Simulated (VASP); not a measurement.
Runs of VASP 6.6.1 on FeSi. The structure is that of space group Pm-3m (No. 221), or close to it. The cells are those of the table. 

```tsv
potentials or basis	cell	cutoff (eV)	second run	gap on the mesh (eV)	pressure (GPa)
VASP PAW LDA potentials, release 64 (Fe_sv, Si)	a = 2.672 Å, 2 atoms	600	valence_matched	none	10.1
VASP PAW LDA potentials, release 64 (Fe, Si)	a = 2.672 Å, 2 atoms	520	-	none	13.2
VASP PAW LDA potentials, release 64 (Fe, Si)	a = 2.727 Å, 2 atoms	520	-	none	(b)
VASP PAW LDA potentials, release 64 (Fe, Si)	a = 2.709 Å, 2 atoms	520	-	none	(a)
VASP PAW LDA potentials, release 64 (Fe, Si)	a = 2.691 Å, 2 atoms	520	-	none	6.7
VASP PAW LDA potentials, release 64 (Fe, Si)	a = 2.745 Å, 2 atoms	520	-	none	-8.9
VASP PAW LDA potentials, release 64 (Fe_sv, Si)	a = 2.709 Å, 2 atoms	600	valence_matched	none	-1.8
```

Alike in all rows: task single point; level LDA; no spin polarisation; k mesh 16 × 16 × 16; smearing gaussian 0.05 eV.

Task: Fill in the values left out.

Result: (a) 1.1; (b) -4.1.

A gap of «none» marks levels without a gap at the run's occupations.

The runs don't all hold the same shells in valence.
